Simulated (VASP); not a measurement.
A run of VASP 6.6.1:

INCAR

```
SYSTEM = TaSi2
PREC = Accurate
ENCUT = 600
EDIFF = 1E-7
ISMEAR = 0
SIGMA = 0.1
LREAL = .FALSE.
LASPH = .TRUE.
NELM = 100
ALGO = Normal
ISIF = 3
LWAVE = .FALSE.
LCHARG = .FALSE.
GGA = PS
IBRION = 2
NSW = 70
EDIFFG = -0.008
PSTRESS = 50.0
```

KPOINTS

```
regular mesh
0
G
  12 12 6
  0 0 0
```

The input POSCAR:

```
TaSi2
1.0
    4.7205197194      0.0000000000      0.0000000000
   -2.3602598597      4.0880899961      0.0000000000
    0.0000000000      0.0000000000      6.5067677245
Ta Si
3 6
Direct
    0.5000000000      0.0000000000      0.0000000000
    0.5000000000      0.5000000000      0.6666666667
    0.0000000000      0.5000000000      0.3333333333
    0.1592498360      0.3184996719      0.0000000000
    0.8407501640      0.1592498360      0.6666666667
    0.6815003281      0.8407501640      0.3333333333
    0.8407501640      0.6815003281      0.0000000000
    0.1592498360      0.8407501640      0.6666666667
    0.3184996719      0.1592498360      0.3333333333
```

Potentials or basis: VASP PAW PBE potentials, release 64 (Ta_pv, Si).

Command:

```sh
$ cat potpaw_PBE.64/Ta_pv/POTCAR potpaw_PBE.64/Si/POTCAR > POTCAR
$ mpirun -np 1 vasp_std > vasp.out
```

Hardware: 1 thread of AMD EPYC 7R13, on a shared host.

Task: Estimate the wall time of this run.

Result: Run time: 30 min on 1 thread of AMD EPYC 7R13, with other jobs on the host, peak memory 0.51 GiB. Counts: scf iterations 40, k points 76, ion steps 5.
